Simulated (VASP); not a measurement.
# AsHF (P4/mmm) in VASP: notebook

Runs on AsHF. Level: PBE. Tasks: relaxation of cell and atoms, single point.

All numbers are computed with VASP 6.6.1; they aren't measurements. Logs are shortened: lines on timing, memory, paths and dates and some standing lists are left out, and cuts for length are marked.

**1. The cell of the first run**

Symmetry: P4/mmm, No. 123, tetragonal system. Conventional cell: a = 4.582 Å, b = 4.582 Å, c = 2.093 Å, α = 90.00°, β = 90.00°, γ = 90.00°. Within 1.4 Å of H (site symmetry 4/mmm) lie 2 F at 1.05 Å. As (site symmetry 4/mmm) has 2 As at 2.09 Å within 2.8 Å. F (site symmetry 4/mmm) has 2 H at 1.05 Å within 1.4 Å.

The cell was generated, and may not be a known phase.

**2. Relaxation of cell and atoms, PBE**

INCAR

```
ALGO = Normal
EDIFF = 1E-7
EDIFFG = -0.04
ENCUT = 700
GGA = PE
GGA_COMPAT = F
IBRION = 2
ISIF = 3
ISMEAR = 0
LASPH = T
LCHARG = F
LREAL = F
LWAVE = F
NELM = 120
NELMIN = 4
NSW = 90
PREC = Accurate
SIGMA = 0.1
```

KPOINTS

```
k-points
0
Gamma
  4 4 8
```

POSCAR

```
AsHF
1.0
    4.5820302300      0.0000000000      0.0000000000
    0.0000000000      4.5820302300      0.0000000000
    0.0000000000      0.0000000000      2.0927308900
H As F
1 1 1
Direct
    0.0000000000      0.0000000000      0.0000000000
    0.5000000000      0.5000000000      0.5000000000
    0.0000000000      0.0000000000      0.5000000000
```

Potentials or basis: VASP PAW PBE potentials, release 64 (H, As_d, F).

Started as:

```bash
$ cat potpaw_PBE.64/H/POTCAR potpaw_PBE.64/As_d/POTCAR potpaw_PBE.64/F/POTCAR > POTCAR
$ mpirun -np 1 vasp_std > vasp.out
```

OUTCAR:

```text
EDIFF = 1E-7
   EDIFFG = -0.04
   ENCUT = 700
   GGA = PE
   IBRION = 2
   ISIF = 3
   ISMEAR = 0
   LASPH = T
   LREAL = F
   NELM = 120
   NELMIN = 4
   NSW = 90
   PREC = Accurate

 ion  position               nearest neighbor table
   1  0.000  0.000  0.000-   3 1.05   3 1.05
   2  0.500  0.500  0.500-
   3  0.000  0.000  0.500-   1 1.05   1 1.05

  LATTYP: Found a simple tetragonal cell.
 ALAT       =     4.5820302300
 C/A-ratio  =     0.4567256838

  Lattice vectors:

 A1 = (   4.5820302300,   0.0000000000,   0.0000000000)
 A2 = (   0.0000000000,   4.5820302300,   0.0000000000)
 A3 = (   0.0000000000,   0.0000000000,   2.0927308900)

Analysis of symmetry for initial positions (statically):
=====================================================================
 Subroutine PRICEL returns:
 Original cell was already a primitive cell.

 Routine SETGRP: Setting up the symmetry group for a
 simple tetragonal supercell.

 Subroutine GETGRP returns: Found 16 space group operations
 (whereof 16 operations were pure point group operations)
 out of a pool of 16 trial point group operations.

The static configuration has the point symmetry D_4h.

Analysis of symmetry for dynamics (positions and initial velocities):
=====================================================================
 Subroutine PRICEL returns:
 Original cell was already a primitive cell.

 Routine SETGRP: Setting up the symmetry group for a
 simple tetragonal supercell.

 Subroutine GETGRP returns: Found 16 space group operations
 (whereof 16 operations were pure point group operations)
 out of a pool of 16 trial point group operations.

The dynamic configuration has the point symmetry D_4h.

 Subroutine INISYM returns: Found 16 space group operations
 (whereof 16 operations are pure point group operations),
 and found     1 'primitive' translations

----------------------------------------------------------------------------------------

                                     Primitive cell

  volume of cell :      43.9369

  direct lattice vectors                    reciprocal lattice vectors
     4.582030230  0.000000000  0.000000000     0.218243868  0.000000000  0.000000000
     0.000000000  4.582030230  0.000000000     0.000000000  0.218243868  0.000000000
     0.000000000  0.000000000  2.092730890     0.000000000  0.000000000  0.477844526

  length of vectors
     4.582030230  4.582030230  2.092730890     0.218243868  0.218243868  0.477844526

  position of ions in fractional coordinates (direct lattice)
     0.000000000  0.000000000  0.000000000
     0.500000000  0.500000000  0.500000000
     0.000000000  0.000000000  0.500000000

  ion indices of the primitive-cell ions
   primitive index   ion index
                 1           1
                 2           2
                 3           3

----------------------------------------------------------------------------------------

 KPOINTS: k-points

Automatic generation of k-mesh.
 Grid dimensions read from file:
 generate k-points for:    4    4    8

 Generating k-lattice:

  Cartesian coordinates                     Fractional coordinates (reciprocal lattice)
     0.054560967  0.000000000  0.000000000     0.250000000  0.000000000  0.000000000
     0.000000000  0.054560967  0.000000000     0.000000000  0.250000000  0.000000000
     0.000000000  0.000000000  0.059730566     0.000000000  0.000000000  0.125000000

  Length of vectors
     0.054560967  0.054560967  0.059730566

  Shift w.r.t. Gamma in fractional coordinates (k-lattice)
     0.000000000  0.000000000  0.000000000

 Subroutine IBZKPT returns following result:
 ===========================================

 Found     30 irreducible k-points:

 Following reciprocal coordinates:
            Coordinates               Weight
  0.000000  0.000000  0.000000      1.000000
  0.250000  0.000000  0.000000      4.000000
  0.500000  0.000000  0.000000      2.000000
  0.250000  0.250000  0.000000      4.000000
  0.500000  0.250000  0.000000      4.000000
  0.500000  0.500000  0.000000      1.000000
[... 16 lines left out ...]
  0.500000  0.250000  0.375000      8.000000
  0.500000  0.500000  0.375000      2.000000
 [... further k-points ...]
   k-points           NKPTS =     30   k-points in BZ     NKDIM =     30   number of bands    NBANDS=     15
   number of dos      NEDOS =    301   number of ions     NIONS =      3
   total plane-waves  NPLWV =  28800
   dimension x,y,z NGX =    40 NGY =   40 NGZ =   18
   dimension x,y,z NGXF=    80 NGYF=   80 NGZF=   36
   ions per type =               1   1   1
   NGX,Y,Z   is equivalent  to a cutoff of  14.51, 14.51, 14.30 a.u.
   NGXF,Y,Z  is equivalent  to a cutoff of  29.03, 29.03, 28.60 a.u.
 SYSTEM =  unknown system
   PREC   = accura    normal or accurate (medium, high low for compatibility)
   ISTART =      0    job   : 0-new  1-cont  2-samecut
   ICHARG =      2    charge: 1-file 2-atom 10-const
   ISPIN  =      1    spin polarized calculation?
   LNONCOLLINEAR =      F non collinear calculations
   LSORBIT =      F    spin-orbit coupling
   LASPH  =      T    aspherical Exc in radial PAW
   ENCUT  =  700.0 eV  51.45 Ry    7.17 a.u.   9.88  9.88  4.51*2*pi/ulx,y,z
   NELM   =    120;   NELMIN=  4; NELMDL= -5     # of ELM steps
   EDIFF  = 0.1E-06   stopping-criterion for ELM
   LREAL  =      F    real-space projection
   EDIFFG = -.4E-01   stopping-criterion for IOM
   NSW    =     90    number of steps for IOM
   IBRION =      2    ionic relax: 0-MD 1-quasi-New 2-CG
   NFREE  =      1    steps in history (QN), initial steepest desc. (CG)
   ISIF   =      3    stress and relaxation
   ISYM   =      2    0-nonsym 1-usesym 2-fastsym
   POTIM  = 0.5000    time-step for ionic-motion
   TEBEG  =    0.0;   TEEND  =   0.0 temperature during run
   PSTRESS=    0.0 pullay stress
   NELECT =      23.0000    total number of electrons
   NUPDOWN=      -1.0000    fix difference up-down
   EMIN   =  10.00;   EMAX   =-10.00  energy-range for DOS
   EFERMI =   0.00;   METHOD = LEGACY
   ISMEAR =     0;   SIGMA  =   0.10  broadening in eV -4-tet -1-fermi 0-gaus
   EFERMI_NEDOS =   21; number of points for ismear=-14 and -15
   IALGO  =     38    algorithm
   IMIX   =      4    mixing-type and parameters
     AMIX     =   0.40;   BMIX     =  1.00
     AMIX_MAG =   1.60;   BMIX_MAG =  1.00
  volume/ion in A,a.u.               =      14.65        98.83
  Fermi-wavevector in a.u.,A,eV,Ry     =   1.319394  2.493292 23.685012  1.740799
  Thomas-Fermi vector in A             =   2.449295
   LORBIT       =      0    0 simple, 1 ext, 2 COOP (PROOUT), +10 PAW based schemes
   GGA     = PE    functional components
   LHFCALC =     F    Hartree Fock is set to
   AEXX    =    0.0000 exact exchange contribution
   IVDW    =     0    specifies the selected vdW correction
   LEPSILON=     F    determine dielectric tensor
   LRPA    =     F    only Hartree local field effects (RPA)
 conjugate gradient relaxation of ions
 non-spin polarized calculation
 Gauss-broadening in eV      SIGMA  =   0.10
  energy-cutoff  :      700.00
  volume of cell :       43.94
 maximum number of plane-waves:      1900
 NGX is ok and might be reduce to    40
   NGX = 19   NGY = 19   NGZ =  9

--------------------------------------- Ionic step        1  -------------------------------------------

 number of electron      23.0000009 magnetization

 Free energy of the ion-electron system (eV)
  ---------------------------------------------------
  ext. energy  EPLUGINS =         0.00000000
  ---------------------------------------------------
  free energy    TOTEN  =       -10.69421180 eV

  energy without entropy =      -10.67742712  energy(sigma->0) =      -10.68581946

 E-fermi :   0.4114     XC(G=0):  -8.8093

 val. band max:        0.4003201162   @ k =   0.5000   0.0000   0.3750
 cond. band min:       0.4154941781   @ k =   0.5000   0.2500   0.3750
 fundamental gap:      0.0151740618
 Fermi energy:         0.4114188559

 k-point     1 :       0.0000    0.0000    0.0000
  band No.  band energies     occupation
      1     -35.2549      2.00000
      2     -34.6055      2.00000
      3     -34.6053      2.00000
      4     -34.5341      2.00000
      5     -34.5341      2.00000
      6     -26.8131      2.00000
      7     -13.1351      2.00000
      8      -6.0521      2.00000
      9      -6.0521      2.00000
     10      -4.6506      2.00000
     11      -1.6877      2.00000
     12      -1.6877      2.00000
     13       4.5291      0.00000
     14       5.5523      0.00000
     15       9.5726      0.00000
[... 397 lines left out ...]
 k-point    24 :       0.5000    0.5000    0.3750
  band No.  band energies     occupation
      1     -34.8146      2.00000
      2     -34.8146      2.00000
      3     -34.5721      2.00000
      4     -34.5717      2.00000
      5     -34.5160      2.00000
      6     -24.4431      2.00000
      7     -12.7794      2.00000
      8      -8.3797      2.00000
      9      -4.6996      2.00000
     10      -4.6996      2.00000
     11       0.4310      0.78201
     12       2.2802      0.00000
     13       2.2802      0.00000
     14      10.8838      0.00000
     15      10.8839      0.00000

 [... further k-points ...]
[... 5 lines left out ...]
  --------------------------------------------------------------------------------------
  -------------------------------------------------------------------------------------
  Total        1.1470255      1.1470255     16.6847839      0.0000000     -0.0000000      0.0000000
  in kB       41.8267729     41.8267729    608.4177595      0.0000000     -0.0000000      0.0000000
  external PRESSURE =     230.6904351 kB  Pullay stress =       0.0000000 kB
[... 92 lines left out ...]
  FREE ENERGIE OF THE ION-ELECTRON SYSTEM (eV)
  ---------------------------------------------------
  free  energy   TOTEN  =       -11.6036267031 eV

  energy  without entropy=      -11.6020481137  energy(sigma->0) =      -11.60283741

[... ionic steps 4 to 8 ...]

--------------------------------------- Ionic step        9  -------------------------------------------

 number of electron      22.9999992 magnetization

------------------------ aborting loop because EDIFF is reached ----------------------------------------

  FORCE on cell =-STRESS in cart. coord.  units (eV):
  Direction    XX          YY          ZZ          XY          YZ          ZX
  --------------------------------------------------------------------------------------
  -------------------------------------------------------------------------------------
  Total        0.0513897      0.0513897      0.6511143      0.0000000      0.0000000      0.0000000
  in kB        1.2676588      1.2676588     16.0613910      0.0000000      0.0000000      0.0000000
  external PRESSURE =       6.1989029 kB  Pullay stress =       0.0000000 kB
[... 59 lines left out ...]
  energy  without entropy=      -11.6572421177  energy(sigma->0) =      -11.66223005

--------------------------------------- Ionic step       11  -------------------------------------------

 number of electron      22.9999994 magnetization

 Free energy of the ion-electron system (eV)
  ---------------------------------------------------
  ext. energy  EPLUGINS =         0.00000000
  ---------------------------------------------------
  free energy    TOTEN  =       -11.71071822 eV

  energy without entropy =      -11.70144397  energy(sigma->0) =      -11.70608110

 E-fermi :  -1.6449     XC(G=0):  -7.0784

 val. band max:       -1.7155597650   @ k =   0.2500   0.2500   0.2500
 cond. band min:      -1.5862585103   @ k =   0.5000   0.0000   0.2500
 fundamental gap:      0.1293012548
 Fermi energy:        -1.6449474174

 k-point     1 :       0.0000    0.0000    0.0000
  band No.  band energies     occupation
      1     -36.8647      2.00000
      2     -36.6095      2.00000
      3     -36.6094      2.00000
      4     -36.5665      2.00000
      5     -36.5665      2.00000
      6     -27.1120      2.00000
      7     -13.7584      2.00000
      8      -7.0007      2.00000
      9      -7.0007      2.00000
     10      -6.7609      2.00000
     11      -3.2290      2.00000
     12      -3.2290      2.00000
     13       1.9153      0.00000
     14       4.0161      0.00000
     15       5.4816      0.00000
[... 397 lines left out ...]
 k-point    24 :       0.5000    0.5000    0.3750
  band No.  band energies     occupation
      1     -36.6785      2.00000
      2     -36.6785      2.00000
      3     -36.5973      2.00000
      4     -36.5972      2.00000
      5     -36.5439      2.00000
      6     -25.7080      2.00000
      7     -12.8875      2.00000
      8      -9.8682      2.00000
      9      -6.1635      2.00000
     10      -6.1635      2.00000
     11      -2.7924      2.00000
     12       0.0407      0.00000
     13       0.0407      0.00000
     14       7.7291      0.00000
     15       7.7291      0.00000

 [... further k-points ...]
[... 5 lines left out ...]
  --------------------------------------------------------------------------------------
  -------------------------------------------------------------------------------------
  Total        0.0544202      0.0544202     -0.0688513      0.0000000     -0.0000000      0.0000000
  in kB        1.3295321      1.3295321     -1.6820965      0.0000000     -0.0000000      0.0000000
  external PRESSURE =       0.3256559 kB  Pullay stress =       0.0000000 kB
[... 18 lines left out ...]
  FREE ENERGIE OF THE ION-ELECTRON SYSTEM (eV)
  ---------------------------------------------------
  free  energy   TOTEN  =       -11.7107182218 eV

  energy  without entropy=      -11.7014439689  energy(sigma->0) =      -11.70608110

 reached required accuracy - stopping structural energy minimisation
```

It took 84 s on 1 thread of Intel Xeon 6975P-C (Granite Rapids), shared host; peak memory 0.2 GiB.

What came out:

```
Free energy                           : -11.7107 eV
Relaxed volume                        : 21.86 Å³/atom
Relaxed cell                          : a = 5.317 Å, b = 5.317 Å, c = 2.320 Å, α = 90.00°, β = 90.00°, γ = 90.00°
Space group after relaxing (to 0.1 Å) : P4/mmm (No. 123)
Energy gained by relaxing             : 338.8 meV/atom
Ionic steps                           : 11
Pressure after relaxing               : 0.0 GPa
Band gap on the k mesh                : zero (an odd number of electrons rules out a gap without spin polarisation)
```

The path:
```tsv
step	energy change (eV)	largest force (eV/Å)	pressure (GPa)	volume (Å³)
1	0.0000	0.0000	23.07	43.94
2	0.0320	0.0000	-10.29	57.80
3	-0.9094	0.0000	-0.03	50.12
4	-0.9179	0.0000	1.33	49.60
5	-0.9182	0.0000	1.67	49.47
6	-0.9363	0.0000	1.43	50.62
7	-0.9753	0.0000	0.98	54.16
8	-1.0100	0.0000	0.67	61.56
9	-1.0148	0.0000	0.62	64.95
10	-0.9730	0.0000	-2.65	68.82
11	-1.0165	0.0000	0.03	65.58
```

Final structure:
```yaml
crystal:
  lattice:
    - [5.31717, 0.00000, 0.00000]
    - [0.00000, 5.31717, 0.00000]
    - [0.00000, 0.00000, 2.31959]
  atoms:
    - { symbol: H, position: [0.00000, 0.00000, 0.00000] }
    - { symbol: As, position: [0.50000, 0.50000, 0.50000] }
    - { symbol: F, position: [0.00000, 0.00000, 0.50000] }
```

Caveat: the k points lie up to 0.34 Å⁻¹ apart in the final cell, too coarse for converged energies and pressures of a metal; the volume moved by over 15 % at a fixed basis, so the end points are rough; an odd number of electrons without spin polarisation forces a metal; a magnetic or distorted state may lie lower.

**3. Single point, PBE**

This run uses another cell than the first one, of 22.11 Å³/atom.

INCAR

```
SYSTEM = AsHF
PREC = Accurate
ENCUT = 700
EDIFF = 1E-6
ISMEAR = 0
SIGMA = 0.1
LREAL = .False.
LASPH = .True.
NELM = 120
ALGO = Normal
ISIF = 2
LWAVE = .False.
LCHARG = .False.
GGA = PE
NBANDS = 18
GGA_COMPAT = .False.
```

KPOINTS

```
regular mesh
0
Gamma
  4 4 8
  0 0 0
```

POSCAR

```
AsHF
1.0
    5.3491557647      0.0000000000      0.0000000000
    0.0000000000      5.3491557647      0.0000000000
    0.0000000000      0.0000000000      2.3186125736
H As F
1 1 1
Direct
    0.0000000000      0.0000000000      0.0000000000
    0.5000000000      0.5000000000      0.5000000000
    0.0000000000      0.0000000000      0.5000000000
```

Potentials or basis: VASP PAW PBE potentials, release 64 (H, As_d, F).

Started as:

```bash
$ cat potpaw_PBE.64/H/POTCAR potpaw_PBE.64/As_d/POTCAR potpaw_PBE.64/F/POTCAR > POTCAR
$ mpirun -np 1 vasp_std > vasp.out
```

It took 20 s on 1 thread of Intel Xeon 6975P-C (Granite Rapids), shared host; peak memory 0.23 GiB.

It converged, with:

```
Free energy            : -11.7376 eV
Pressure               : 0.0 GPa
Band gap on the k mesh : zero (an odd number of electrons rules out a gap without spin polarisation)
```

Stress tensor (GPa, compression positive):
```
 0.08  0.00  0.00
 0.00  0.08  0.00
 0.00  0.00 -0.11
```

Levels at points of the mesh, in eV from the Fermi level:
| k point | band 8 | band 9 | band 10 | band 11 | band 12 | band 13 | band 14 | band 15 |
| --- | --- | --- | --- | --- | --- | --- | --- | --- |
| (0.00, 0.00, 0.00) | -5.35 | -5.35 | -5.11 | -1.59 | -1.59 | 3.56 | 5.67 | 7.12 |
| (0.50, 0.00, 0.00) | -5.33 | -5.33 | -5.11 | -2.04 | -1.64 | 5.28 | 5.30 | 7.68 |
| (0.50, 0.50, 0.00) | -5.40 | -5.40 | -5.11 | -1.84 | -1.84 | 4.60 | 8.16 | 8.25 |
| (0.00, 0.00, 0.50) | -5.60 | -4.68 | -4.34 | -4.34 | 3.35 | 3.35 | 8.30 | 8.30 |
| (0.50, 0.00, 0.50) | -5.60 | -4.68 | -4.34 | -4.31 | 3.09 | 3.34 | 7.57 | 8.51 |
| (0.50, 0.50, 0.50) | -5.57 | -4.66 | -4.35 | -4.35 | 3.16 | 3.16 | 7.52 | 7.52 |

Caveat: an odd number of electrons without spin polarisation forces a metal; a magnetic or distorted state may lie lower.

The gap in the log of VASP goes by the Fermi energy; the results here count the filled bands.